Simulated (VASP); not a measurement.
Runs of VASP 6.6.1 on ZrS2. The structure is trigonal, space group P-3m1 (No. 164). Conventional cell: a = 3.674 Å, b = 3.674 Å, c = 5.857 Å, α = 90.00°, β = 90.00°, γ = 120.00°. Zr (site symmetry -3m) has 6 S at 2.57 Å within 3.4 Å. Within 3.4 Å of S (site symmetry 3m) lie 3 Zr at 2.57 Å. 

```csv
level,potentials or basis,k mesh,cutoff (eV),smearing,gap on the mesh (eV),pressure (GPa),largest force (eV/Å)
PBE,"VASP PAW PBE potentials, release 64 (Zr_sv, S)",2 × 2 × 2,500,gaussian 0.01 eV,0.61,4.7,0.43
PBE,"VASP PAW PBE potentials, release 64 (Zr_sv, S)",6 × 6 × 4,500,methfessel-paxton 0.126 eV,0.88,(c),0.04
r2SCAN,"VASP PAW PBE potentials, release 64 (Zr_sv, S)",6 × 6 × 4,550,gaussian 0.01 eV,1.19,0.9,0.04
LDA,"VASP PAW LDA potentials, release 64 (Zr_sv, S)",6 × 6 × 2,500,gaussian 0.01 eV,(a),(b),0.27
PBE,"VASP PAW PBE potentials, release 64 (Zr_sv, S)",8 × 8 × 1,500,gaussian 0.01 eV,1.05,0.3,(d)
```

Alike in all rows: task single point; no spin polarisation; cell as given.

Question: Estimate the missing entries.

Answer: (a) 0.76; (b) -3.9; (c) 1.3; (d) 0.08.

Caveats: some runs use coarse meshes; this functional lacks dispersion, which binds the layers, so the pressure and a relaxed spacing across them are unreliable (some runs); the PAW data sets were made with another functional, which shifts forces and pressure a little (some runs).

A k mesh can miss the band edges, and the runs leave out spin-orbit coupling on Zr.
